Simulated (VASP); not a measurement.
## Ta: relaxation of cell and atoms with LDA

Ta:

```
Ta
1.0
    -1.62635    1.62635    1.62635
     1.62635   -1.62635    1.62635
     1.62635    1.62635   -1.62635
Ta
1
Direct
  0.00000 0.00000 0.00000
```

| Property | Result |
| --- | --- |
| Program | VASP 6.6.1 |
| Task | relaxation of cell and atoms |
| Functional | LDA |
| Potentials or basis | VASP PAW LDA potentials, release 64 (Ta_pv) |
| Cutoff | 600 eV |
| k mesh | 16 × 16 × 16 |
| Occupations | fermi-dirac, width 0.15 eV |
| Spin | no spin polarisation |
| Dipole correction | no |
| Further INCAR settings | ALGO = Normal; EDIFF = 1e-06; IBRION = 2; EDIFFG = -0.001; NSW = 80; ISIF = 3 |

```
Relaxed volume                         : 17.32 Å³/atom
Relaxed cell                           : a = 2.823 Å, b = 2.823 Å, c = 2.823 Å, α = 109.47°, β = 109.47°, γ = 109.47°
Space group after relaxing (to 0.05 Å) : Im-3m (No. 229)
Energy gained by relaxing              : 0.5 meV/atom
Ionic steps                            : 21
Pressure after relaxing                : 0.0 GPa
```

Step by step:
| step | energy change (eV) | largest force (eV/Å) | pressure (GPa) | volume (Å³) |
| --- | --- | --- | --- | --- |
| 1 | 0.0000 | 0.0000 | 1.48 | 17.21 |
| 2 | 0.0025 | 0.0000 | -3.39 | 17.61 |
| 3 | -0.0005 | 0.0000 | -0.01 | 17.32 |
| 4 | -0.0005 | 0.0000 | -0.06 | 17.32 |
| 5 | -0.0004 | 0.0000 | 0.73 | 17.26 |
| 6 | -0.0005 | 0.0000 | 0.07 | 17.32 |
| 7 | -0.0005 | 0.0000 | 0.08 | 17.32 |
| 8 | -0.0005 | 0.0000 | 0.11 | 17.32 |
| 9 | -0.0005 | 0.0000 | 0.03 | 17.32 |
| 10 | -0.0005 | 0.0000 | 0.03 | 17.32 |
| 11 | -0.0005 | 0.0000 | 0.03 | 17.32 |
| 12 | -0.0005 | 0.0000 | 0.03 | 17.32 |
| 13 | -0.0005 | 0.0000 | 0.03 | 17.32 |
| 14 | -0.0005 | 0.0000 | 0.03 | 17.32 |
| 15 | -0.0005 | 0.0000 | 0.04 | 17.32 |
| 16 | -0.0005 | 0.0000 | 0.04 | 17.32 |
| 17 | -0.0005 | 0.0000 | -0.02 | 17.32 |
| 18 | -0.0005 | 0.0000 | -0.05 | 17.32 |
| 19 | -0.0005 | 0.0000 | -0.04 | 17.32 |
| 20 | -0.0005 | 0.0000 | -0.02 | 17.32 |
| 21 | -0.0005 | 0.0000 | -0.01 | 17.32 |

Final structure:
```xyz
1
Lattice="-1.6300 1.6300 1.6300 1.6300 -1.6300 1.6300 1.6300 1.6300 -1.6300" Properties=species:S:1:pos:R:3 pbc="T T T"
Ta    0.0000    0.0000    0.0000
```

Levels at points of the mesh, in eV from the Fermi level:
| k point | band 2 | band 3 | band 4 | band 5 | band 6 | band 7 | band 8 | band 9 |
| --- | --- | --- | --- | --- | --- | --- | --- | --- |
| (0.00, 0.00, 0.00) | -32.77 | -32.77 | -8.02 | 0.64 | 0.64 | 0.64 | 4.04 | 4.04 |
| (0.50, 0.00, 0.00) | -33.21 | -32.78 | -4.58 | -1.73 | 1.90 | 3.95 | 5.01 | 8.11 |
| (0.50, 0.50, 0.50) | -33.71 | -33.71 | -4.09 | -4.09 | 7.08 | 7.08 | 7.08 | 9.09 |

Run time: 48 s on 1 thread of Intel(R) Xeon(R) 6975P-C (Granite Rapids) (shared host), peak memory 0.16 GiB.

Caveat: spin-orbit coupling is left out, which moves the levels of the heavy elements.
